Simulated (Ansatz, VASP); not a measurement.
## Two plane-wave programs on Al4Co3Ni

```xyz
8
Lattice="4.0644 0.0000 0.0000 0.0000 4.0644 0.0000 0.0000 0.0000 5.7002" Properties=species:S:1:pos:R:3 pbc="T T T"
Al    0.0000    2.0322    4.2909
Al    0.0000    2.0322    1.4094
Al    2.0322    0.0000    4.2909
Al    2.0322    0.0000    1.4094
Co    0.0000    0.0000    0.0000
Co    0.0000    0.0000    2.8501
Co    2.0322    2.0322    0.0000
Ni    2.0322    2.0322    2.8501
```

Alike in both runs: functional PBE; k mesh 4 × 4 × 4; occupations gaussian, width 0.1 eV; collinear spin.

Ansatz relaxed the structure, and its values are those at the end. VASP's run is a single point on that final structure, the one shown.

|  | VASP | Ansatz |
| --- | --- | --- |
| version | VASP 6.6.1 | Ansatz 0.2.0 |
| potentials or method | VASP PAW PBE potentials, release 64 (Al, Co, Ni), cutoff 600 eV | scalar-relativistic, plane waves, PAW |
| valence electrons in the cell | 49 | 81 |

Ansatz gave:

| Quantity | Value |
| --- | --- |
| gap on the k mesh at the Fermi level (eV) | none |
| pressure (GPa) | -0.1 |
| net moment per atom (μB) | 0.10 |
| size of the moment on the site where the two differ most (μB) | 0.16 |

Q: What did VASP give for the same quantities?

A: gap on the k mesh at the Fermi level (eV): none; pressure (GPa): -0.2; net moment per atom (μB): 0.10; size of the moment on the site where the two differ most (μB): 0.14.

Site moments also hang on the region over which each program counts them. A gap of «none» marks a metal or a gap that the smearing closes. With one functional, cell and mesh, what is left measures potentials, basis and numerics. VASP's potentials hold 49 valence electrons a cell and Ansatz's 81, so a difference there can come from the potentials and not from the codes. Ansatz's warnings: seeded moment not kept.

The k mesh is coarse, so the values compare programs but aren't converged.
